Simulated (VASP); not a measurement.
Wanted: the native input for a VASP 6.6.1 run.

```
Task                   : single point
Functional             : PBEsol
Potentials or basis    : VASP PAW PBE potentials, release 64 (Ti_sv)
Cutoff                 : 520 eV
k mesh                 : 18 × 18 × 14
Occupations            : gaussian, width 0.1 eV
Spin                   : no spin polarisation
Dipole correction      : no
Further INCAR settings : ALGO = Fast; EDIFF = 1e-07; NBANDS = 19
```

The structure of Ti lies in POSCAR:

```
Ti
1.0
    2.1495964204      2.1495964204      0.0000000000
   -2.1495964204      2.1495964204      0.0000000000
    0.0000000000      0.0000000000      3.9098319798
Ti
2
Direct
    0.0000000000      0.0000000000      0.0000000000
    0.5000000000      0.5000000000      0.5000000000
```

This cell differs from its parent crystal: biaxial strain in the a-b plane: +6.0 %.

One way to write it, as run:

INCAR

```
SYSTEM = Ti
PREC     = Accurate       ! precision mode
ENCUT    = 520            ! plane-wave cutoff, eV
EDIFF    = 1E-7           ! SCF threshold, eV
ISMEAR   = 0              ! smearing method
SIGMA    = 0.1            ! smearing width, eV
LREAL    = .FALSE.        ! projectors in reciprocal space
LASPH    = .TRUE.         ! aspherical terms in the spheres
NELM     = 60             ! most SCF steps
ALGO     = Fast           ! electronic algorithm
ISIF     = 2              ! what is computed and relaxed
LWAVE    = .FALSE.        ! write WAVECAR
LCHARG   = .FALSE.        ! write CHGCAR
GGA      = PS             ! functional
NBANDS   = 19             ! bands
```

KPOINTS

```
Automatic mesh
0
G
  18 18 14
  0 0 0
```

Potentials or basis: VASP PAW PBE potentials, release 64 (Ti_sv).

The run is started by

```sh
$ cat potpaw_PBE.64/Ti_sv/POTCAR > POTCAR
$ mpirun -np 1 vasp_std > vasp.out
```

Results of the run:

```
Pressure               : -8.2 GPa
Band gap on the k mesh : zero (bands 12 and 13 overlap by 1.33 eV)
```

Caveat: the cell differs from its parent crystal (biaxial strain in the a-b plane: +6.0 %); the cell stands under tension; the PAW data sets were made with another functional, which shifts forces and pressure a little.

Wall time 4.5 min on 1 thread of Intel(R) Xeon(R) 6975P-C (Granite Rapids), with other jobs on the host, peak memory 0.34 GiB.
